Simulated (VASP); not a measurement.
Set up this calculation in VASP 6.6.1, as the native input.

```
Task                   : relaxation of cell and atoms
Functional             : PBEsol
Potentials or basis    : VASP PAW PBE potentials, release 64 (Ti_sv, Te)
Cutoff                 : 600 eV
k mesh                 : 12 × 12 × 8
Occupations            : gaussian, width 0.1 eV
Spin                   : no spin polarisation
Dipole correction      : no
Further INCAR settings : ALGO = Normal; EDIFF = 1e-07; IBRION = 2; EDIFFG = -0.005; NSW = 70; ISIF = 3
```

The structure of TiTe2 lies in POSCAR:

```
TiTe2
1.0
    3.6960163674      0.0000000000      0.0000000000
   -1.8480081837      3.2008440670      0.0000000000
    0.0000000000      0.0000000000      6.3838697887
Ti Te
1 2
Direct
    0.0000000000      0.0000000000      0.0000000000
    0.6666666667      0.3333333333      0.2712099107
    0.3333333333      0.6666666667      0.7287900893
```

These files were run (other wordings do the same):

INCAR

```
ALGO     = Normal         # electronic algorithm
EDIFF    = 1E-7           # SCF threshold, eV
EDIFFG   = -0.005         # ionic threshold
ENCUT    = 600            # plane-wave cutoff, eV
GGA      = PS             # functional
IBRION   = 2              # ionic algorithm
ISIF     = 3              # what is computed and relaxed
ISMEAR   = 0              # smearing method
LASPH    = T              # aspherical terms in the spheres
LCHARG   = F              # write CHGCAR
LREAL    = F              # projectors in reciprocal space
LWAVE    = F              # write WAVECAR
NELM     = 80             # most SCF steps
NSW      = 70             # ionic steps
PREC     = Accurate       # precision mode
SIGMA    = 0.1            # smearing width, eV
```

KPOINTS

```
k-points
0
Gamma
  12 12 8
```

Potentials or basis: VASP PAW PBE potentials, release 64 (Ti_sv, Te).

The run is started by

```bash
$ cat potpaw_PBE.64/Ti_sv/POTCAR potpaw_PBE.64/Te/POTCAR > POTCAR
$ mpirun -np 1 vasp_std > vasp.out
```

It gave:

```
Relaxed volume                        : 25.38 Å³/atom
Relaxed cell                          : a = 3.696 Å, b = 3.696 Å, c = 6.436 Å, α = 90.00°, β = 90.00°, γ = 120.00°
Space group after relaxing (to 0.1 Å) : P-3m1 (No. 164)
Energy gained by relaxing             : 0.7 meV/atom
Ionic steps                           : 10
Pressure after relaxing               : 0.0 GPa
Largest force after relaxing          : 0.005 eV/Å
Band gap on the k mesh                : zero (bands 12 and 13 overlap by 0.85 eV)
```

Caveat: the PAW data sets were made with another functional, which shifts forces and pressure a little; spin-orbit coupling is left out, which moves the levels of the heavy elements; this functional lacks dispersion, which binds the layers, so the pressure and a relaxed spacing across them are unreliable.

Wall time 10 min on 1 thread of Intel(R) Xeon(R) 6975P-C (Granite Rapids) (shared host), peak memory 0.37 GiB.
